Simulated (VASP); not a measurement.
Here is a VASP 6.6.1 calculation.

INCAR

```
  PREC = Accurate
  ENCUT = 500
  EDIFF = 1E-6
  ISMEAR = -1
  SIGMA = 0.02
  LREAL = F
  LASPH = T
  NELM = 120
  ALGO = Normal
  ISIF = 2
  LWAVE = F
  LCHARG = F
  GGA = PE
  NBANDS = 24
  GGA_COMPAT = F
```

Contents of KPOINTS:

```
Automatic mesh
0
Gamma
  6 6 4
```

POSCAR

```
KI
1.0
    2.4713992820     -4.2801439661      0.0000000000
    2.4713992820      4.2801439661      0.0000000000
    0.0000000000      0.0000000000      8.5908184480
K I
2 2
Direct
    0.5000000000      0.5000000000      0.5000000000
    0.5000000000      0.5000000000      0.0000000000
    0.8333974866      0.1666025134      0.2500000000
    0.1666025134      0.8333974866      0.7500000000
```

Potentials or basis: VASP PAW PBE potentials, release 64 (K_sv, I).

Command:

```console
$ cat potpaw_PBE.64/K_sv/POTCAR potpaw_PBE.64/I/POTCAR > POTCAR
$ mpirun -np 1 vasp_std > vasp.out
```

Problem. Estimate the pressure.

Solution. 0.3 GPa.

Problem. Predict the band gap on the k mesh.

Solution. 3.83 eV.

Stress tensor (GPa, compression positive):
```
0.24 0.00 0.00
0.00 0.23 0.00
0.00 0.00 0.33
```

Caveat: the cell differs from its parent crystal (biaxial xy strain +0.9%); spin-orbit coupling is left out, which moves the levels of the heavy elements. A k mesh can miss the band edges.
